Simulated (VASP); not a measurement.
# SnTe3 in VASP: further runs, part 2 of 2

VASP 6.6.1. The steps go on from the part before.

## Step 3: Single point, PBE

This run uses another cell than the first one, of 32.28 Å³/atom.

Contents of INCAR:

```
  PREC = Accurate
  ENCUT = 520
  EDIFF = 1E-7
  ISMEAR = 0
  SIGMA = 0.1
  LREAL = False
  LASPH = True
  NELM = 100
  ALGO = Normal
  ISIF = 2
  LWAVE = False
  LCHARG = False
  GGA = PE
  NBANDS = 24
```

Contents of KPOINTS:

```
Automatic mesh
0
Gamma
  6 6 10
```

Contents of POSCAR:

```
SnTe3
1.0
    6.3966066742      0.0000000000      0.0000000000
    0.0000000000      6.3966066742      0.0000000000
    0.0000000000      0.0000000000      3.1554351537
Sn Te
1 3
Direct
    0.0000000000      0.0000000000      0.5049752760
    0.5000000000      0.0000000000      0.5045454867
    0.0000000000      0.5000000000      0.5045454867
    0.5000000000      0.5000000000      0.5045185905
```

Potentials or basis: VASP PAW PBE potentials, release 64 (Sn_d, Te).

Launch:

```
cat potpaw_PBE.64/Sn_d/POTCAR potpaw_PBE.64/Te/POTCAR > POTCAR
mpirun -np 1 vasp_std > vasp.out
```

OUTCAR:

```text
PREC = Accurate
   ENCUT = 520
   EDIFF = 1E-7
   ISMEAR = 0
   LREAL = False
   LASPH = True
   NELM = 100
   ISIF = 2
   GGA = PE

 ion  position               nearest neighbor table
   1  0.000  0.000  0.505-   2 3.20   3 3.20   3 3.20   2 3.20
   2  0.500  0.000  0.505-   4 3.20   4 3.20   1 3.20   1 3.20
   3  0.000  0.500  0.505-   4 3.20   4 3.20   1 3.20   1 3.20
   4  0.500  0.500  0.505-   2 3.20   3 3.20   2 3.20   3 3.20

  LATTYP: Found a simple tetragonal cell.
 ALAT       =     6.3966066742
 C/A-ratio  =     0.4932982931

  Lattice vectors:

 A1 = (   6.3966066742,   0.0000000000,   0.0000000000)
 A2 = (   0.0000000000,   6.3966066742,   0.0000000000)
 A3 = (   0.0000000000,   0.0000000000,   3.1554351537)

Analysis of symmetry for initial positions (statically):
=====================================================================
 Subroutine PRICEL returns:
 Original cell was already a primitive cell.

 Routine SETGRP: Setting up the symmetry group for a
 simple tetragonal supercell.

 Subroutine GETGRP returns: Found  8 space group operations
 (whereof  8 operations were pure point group operations)
 out of a pool of 16 trial point group operations.

The static configuration has the point symmetry C_4v.

Analysis of symmetry for dynamics (positions and initial velocities):
=====================================================================
 Subroutine PRICEL returns:
 Original cell was already a primitive cell.

 Routine SETGRP: Setting up the symmetry group for a
 simple tetragonal supercell.

 Subroutine GETGRP returns: Found  8 space group operations
 (whereof  8 operations were pure point group operations)
 out of a pool of 16 trial point group operations.

The dynamic configuration has the point symmetry C_4v.

 Subroutine INISYM returns: Found  8 space group operations
 (whereof  8 operations are pure point group operations),
 and found     1 'primitive' translations

----------------------------------------------------------------------------------------

                                     Primitive cell

  volume of cell :     129.1096

  direct lattice vectors                    reciprocal lattice vectors
     6.396606674  0.000000000  0.000000000     0.156332889  0.000000000  0.000000000
     0.000000000  6.396606674  0.000000000     0.000000000  0.156332889  0.000000000
     0.000000000  0.000000000  3.155435154     0.000000000  0.000000000  0.316913500

  length of vectors
     6.396606674  6.396606674  3.155435154     0.156332889  0.156332889  0.316913500

  position of ions in fractional coordinates (direct lattice)
     0.000000000  0.000000000  0.504975276
     0.500000000  0.000000000  0.504545487
     0.000000000  0.500000000  0.504545487
     0.500000000  0.500000000  0.504518590

  ion indices of the primitive-cell ions
   primitive index   ion index
                 1           1
                 2           2
                 3           3
                 4           4

----------------------------------------------------------------------------------------

 KPOINTS: Automatic mesh

Automatic generation of k-mesh.
 Grid dimensions read from file:
 generate k-points for:    6    6   10

 Generating k-lattice:

  Cartesian coordinates                     Fractional coordinates (reciprocal lattice)
     0.026055481  0.000000000  0.000000000     0.166666667  0.000000000  0.000000000
     0.000000000  0.026055481  0.000000000     0.000000000  0.166666667  0.000000000
     0.000000000  0.000000000  0.031691350     0.000000000  0.000000000  0.100000000

  Length of vectors
     0.026055481  0.026055481  0.031691350

  Shift w.r.t. Gamma in fractional coordinates (k-lattice)
     0.000000000  0.000000000  0.000000000

 Subroutine IBZKPT returns following result:
 ===========================================

 Found     60 irreducible k-points:

 Following reciprocal coordinates:
            Coordinates               Weight
  0.000000  0.000000  0.000000      1.000000
  0.166667  0.000000  0.000000      4.000000
  0.333333  0.000000  0.000000      4.000000
  0.500000  0.000000  0.000000      2.000000
  0.166667  0.166667  0.000000      4.000000
  0.333333  0.166667  0.000000      8.000000
[... 16 lines left out ...]
  0.333333  0.000000  0.200000      8.000000
  0.500000  0.000000  0.200000      4.000000
 [... further k-points ...]
   k-points           NKPTS =     60   k-points in BZ     NKDIM =     60   number of bands    NBANDS=     24
   number of dos      NEDOS =    301   number of ions     NIONS =      4
   total plane-waves  NPLWV =  55296
   dimension x,y,z NGX =    48 NGY =   48 NGZ =   24
   dimension x,y,z NGXF=    96 NGYF=   96 NGZF=   48
   ions per type =               1   3
   NGX,Y,Z   is equivalent  to a cutoff of  12.48, 12.48, 12.64 a.u.
   NGXF,Y,Z  is equivalent  to a cutoff of  24.95, 24.95, 25.29 a.u.
 SYSTEM =  unknown system
   PREC   = accura    normal or accurate (medium, high low for compatibility)
   ISTART =      0    job   : 0-new  1-cont  2-samecut
   ICHARG =      2    charge: 1-file 2-atom 10-const
   ISPIN  =      1    spin polarized calculation?
   LNONCOLLINEAR =      F non collinear calculations
   LSORBIT =      F    spin-orbit coupling
   LASPH  =      T    aspherical Exc in radial PAW
   ENCUT  =  520.0 eV  38.22 Ry    6.18 a.u.  11.89 11.89  5.87*2*pi/ulx,y,z
   NELM   =    100;   NELMIN=  2; NELMDL= -5     # of ELM steps
   EDIFF  = 0.1E-06   stopping-criterion for ELM
   LREAL  =      F    real-space projection
   EDIFFG = 0.1E-05   stopping-criterion for IOM
   NSW    =      0    number of steps for IOM
   IBRION =     -1    ionic relax: 0-MD 1-quasi-New 2-CG
   NFREE  =      0    steps in history (QN), initial steepest desc. (CG)
   ISIF   =      2    stress and relaxation
   ISYM   =      2    0-nonsym 1-usesym 2-fastsym
   POTIM  = 0.5000    time-step for ionic-motion
   TEBEG  =    0.0;   TEEND  =   0.0 temperature during run
   PSTRESS=    0.0 pullay stress
   NELECT =      32.0000    total number of electrons
   NUPDOWN=      -1.0000    fix difference up-down
   EMIN   =  10.00;   EMAX   =-10.00  energy-range for DOS
   EFERMI =   0.00;   METHOD = LEGACY
   ISMEAR =     0;   SIGMA  =   0.10  broadening in eV -4-tet -1-fermi 0-gaus
   EFERMI_NEDOS =   21; number of points for ismear=-14 and -15
   IALGO  =     38    algorithm
   IMIX   =      4    mixing-type and parameters
     AMIX     =   0.40;   BMIX     =  1.00
     AMIX_MAG =   1.60;   BMIX_MAG =  1.00
  volume/ion in A,a.u.               =      32.28       217.82
  Fermi-wavevector in a.u.,A,eV,Ry     =   1.028345  1.943289 14.388058  1.057492
  Thomas-Fermi vector in A             =   2.162336
   LORBIT       =      0    0 simple, 1 ext, 2 COOP (PROOUT), +10 PAW based schemes
   GGA     = PE    functional components
   LHFCALC =     F    Hartree Fock is set to
   AEXX    =    0.0000 exact exchange contribution
   IVDW    =     0    specifies the selected vdW correction
   LEPSILON=     F    determine dielectric tensor
   LRPA    =     F    only Hartree local field effects (RPA)
 non-spin polarized calculation
 Gauss-broadening in eV      SIGMA  =   0.10
  energy-cutoff  :      520.00
  volume of cell :      129.11
 maximum number of plane-waves:      3503
 NGX is ok and might be reduce to    48
   NGX = 23   NGY = 23   NGZ = 11

 number of electron      32.0000011 magnetization

 Free energy of the ion-electron system (eV)
  ---------------------------------------------------
  ext. energy  EPLUGINS =         0.00000000
  ---------------------------------------------------
  free energy    TOTEN  =       -13.47335988 eV

  energy without entropy =      -13.46229024  energy(sigma->0) =      -13.46782506

 E-fermi :   6.5481     XC(G=0):  -9.3565

 val. band max:        6.5219181217   @ k =   0.3333   0.3333   0.3000
 cond. band min:       6.5546166808   @ k =   0.3333   0.1667   0.2000
 fundamental gap:      0.0326985591
 Fermi energy:         6.5480743547

 k-point     1 :       0.0000    0.0000    0.0000
  band No.  band energies     occupation
      1     -15.2507      2.00000
      2     -15.1937      2.00000
      3     -15.1818      2.00000
      4     -15.0826      2.00000
      5     -15.0826      2.00000
      6      -6.8580      2.00000
[... 16 lines left out ...]
     23      12.8609      0.00000
     24      13.5050      0.00000
[... 598 lines left out ...]
      2     -15.1787      2.00000
      3     -15.1628      2.00000
      4     -15.1129      2.00000
      5     -15.1128      2.00000
      6      -5.9943      2.00000
[... 16 lines left out ...]
     23      12.0537      0.00000
     24      13.3857      0.00000

 [... further k-points ...]
[... 5 lines left out ...]
  --------------------------------------------------------------------------------------
  -------------------------------------------------------------------------------------
  Total       -0.0302223     -0.0302223     -0.0428767      0.0000000      0.0000000      0.0000000
  in kB       -0.3750416     -0.3750416     -0.5320757      0.0000000      0.0000000      0.0000000
  external PRESSURE =      -0.4273863 kB  Pullay stress =       0.0000000 kB

 VOLUME and BASIS-vectors are now :
 -----------------------------------------------------------------------------
  energy-cutoff  :      520.00
  volume of cell :      129.11
      direct lattice vectors                 reciprocal lattice vectors
     6.396606674  0.000000000  0.000000000     0.156332889  0.000000000  0.000000000
     0.000000000  6.396606674  0.000000000     0.000000000  0.156332889  0.000000000
     0.000000000  0.000000000  3.155435154     0.000000000  0.000000000  0.316913500

 POSITION                                       TOTAL-FORCE (eV/Angst)
 -----------------------------------------------------------------------------------
      0.00000      0.00000      1.59342         0.000000     -0.000000     -0.000748
      3.19830      0.00000      1.59206        -0.000000     -0.000000      0.000258
      0.00000      3.19830      1.59206        -0.000000      0.000000      0.000258
      3.19830      3.19830      1.59198        -0.000000      0.000000      0.000232
 -----------------------------------------------------------------------------------
    total drift:                                0.000000      0.000000     -0.000292

  FREE ENERGIE OF THE ION-ELECTRON SYSTEM (eV)
  ---------------------------------------------------
  free  energy   TOTEN  =       -13.4733598835 eV

  energy  without entropy=      -13.4622902354  energy(sigma->0) =      -13.46782506
```

stdout:

```text
POSCAR found type information on POSCAR SnTe
 POSCAR found :  2 types and       4 ions
 scaLAPACK will be used
 LDA part: xc-table for (Slater+PW92), standard interpolation
 POSCAR, INCAR and KPOINTS ok, starting setup
 FFT: planning ... GRIDC
 FFT: planning ... GRID_SOFT
 FFT: planning ... GRID
 WAVECAR not read
 entering main loop
```

Run time: 2.3 min. Hardware: 1 thread of Intel Xeon 8259CL, shared host; peak memory 0.34 GiB.

Results:

```
Free energy            : -13.4734 eV
Pressure               : 0.0 GPa
Band gap on the k mesh : zero (bands 16 and 17 overlap by 3.49 eV)
```

Caveat: spin-orbit coupling is left out, which moves the levels of the heavy elements.

## Step 4: Single point, PBE

This run uses another cell than the first one, of 32.90 Å³/atom.

Contents of INCAR:

```
  PREC = Accurate
  ENCUT = 520
  EDIFF = 1E-6
  ISMEAR = 0
  SIGMA = 0.1
  LREAL = F
  LASPH = T
  NELM = 60
  ALGO = Normal
  ISIF = 2
  LWAVE = F
  LCHARG = T
  GGA = PE
  LELF = T
  LVHAR = T
  NBANDS = 24
```

Contents of KPOINTS:

```
regular mesh
0
Gamma
  8 8 6
```

Contents of POSCAR:

```
SnTe3
1.0
    4.4910091784      0.0000000000      0.0000000000
    0.0000000000      4.4910091784      0.0000000000
    0.0000000000      0.0000000000      6.5244133728
Sn Te
1 3
Direct
    0.0000000000      0.0000000000      0.0000000000
    0.5000000000      0.5000000000      0.0000000000
    0.5000000000      0.5000000000      0.5000000000
    0.0000000000      0.0000000000      0.5000000000
```

Launch:

```
cat potpaw_PBE.64/Sn_d/POTCAR potpaw_PBE.64/Te/POTCAR > POTCAR
mpirun -np 1 vasp_std > vasp.out
```

It took 2 min on 1 thread of Intel Xeon 8259CL, shared host; peak memory 0.35 GiB.

It converged, with:

| Property | Result |
| --- | --- |
| Free energy | -13.6728 eV |
| Pressure | 0.0 GPa |
| Band gap on the k mesh | zero (bands 16 and 17 overlap by 3.83 eV) |

Levels at points of the mesh, in eV from the Fermi level:
| k point | band 14 | band 15 | band 16 | band 17 | band 18 | band 19 |
| --- | --- | --- | --- | --- | --- | --- |
| (0.00, 0.00, 0.00) | -2.24 | -2.05 | 1.55 | 1.85 | 1.85 | 2.43 |
| (0.50, 0.00, 0.00) | -1.80 | -1.76 | -0.87 | 0.30 | 1.04 | 1.13 |
| (0.50, 0.50, 0.00) | -3.83 | -3.26 | 2.38 | 2.41 | 2.41 | 3.27 |
| (0.00, 0.00, 0.50) | -2.65 | -2.40 | 0.46 | 1.92 | 1.97 | 1.97 |
| (0.50, 0.00, 0.50) | -1.65 | -1.59 | -1.47 | -1.45 | 0.17 | 0.39 |
| (0.50, 0.50, 0.50) | -1.46 | -1.34 | -0.89 | 0.98 | 3.37 | 3.37 |

Caveat: spin-orbit coupling is left out, which moves the levels of the heavy elements.

## Step 5: The runs side by side

| task | cell | k mesh | cutoff (eV) | gap on the mesh (eV) | pressure (GPa) |
| --- | --- | --- | --- | --- | --- |
| relaxation of cell and atoms | relaxed from a = 4.510, b = 4.510, c = 6.529 Å, 4 atoms, atomic positions A | 8 × 8 × 6 | 600 | none | 0.0 |
| single point | a = 6.397, b = 6.397, c = 3.155 Å, 4 atoms, atomic positions B | 6 × 6 × 10 | 520 | none | 0.0 |
| single point | a = 4.491, b = 4.491, c = 6.524 Å, 4 atoms, atomic positions A | 8 × 8 × 6 | 520 | none | 0.0 |

Alike in all rows: level PBE; potentials or basis VASP PAW PBE potentials, release 64 (Sn_d, Te); no spin polarisation; smearing gaussian 0.1 eV.

Caveats: spin-orbit coupling is left out, which moves the levels of the heavy elements.

Total energies depend on the potentials used, so only differences within one code and one set of settings carry meaning.

The gap in the log of VASP goes by the Fermi energy; the results here count the filled bands.